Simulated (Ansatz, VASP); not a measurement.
# Two plane-wave programs on GaP

```
Ga P
1.0
     0.00000    2.71022    2.71022
     2.71022    0.00000    2.71022
     2.71022    2.71022    0.00000
Ga P
1 1
Direct
  0.00000 0.00000 0.00000
  0.25000 0.25000 0.25000
```

Alike in both runs: functional revPBE; dispersion D3(BJ); k mesh 6 × 6 × 6; no spin polarisation.

Ansatz relaxed the structure, and its values are those at the end. VASP's run is a single point on that final structure, the one shown.

|  | VASP | Ansatz |
| --- | --- | --- |
| version | VASP 6.6.1 | Ansatz 0.2.0 |
| potentials or method | VASP PAW PBE potentials, release 64 (Ga_d, P) | plane waves, PAW |
| plane-wave cutoff (eV) | 520 | 420 |
| occupations | gaussian, width 0.01 eV | fixed |
| valence electrons in the cell | 18 | 18 |

Ansatz gave:

| Quantity | Value |
| --- | --- |
| pressure (GPa) | 0.0 |

Task: Which values does VASP return?

Result: Pressure (GPa): -0.1.

VASP's potentials were made for PBE, not for revPBE.
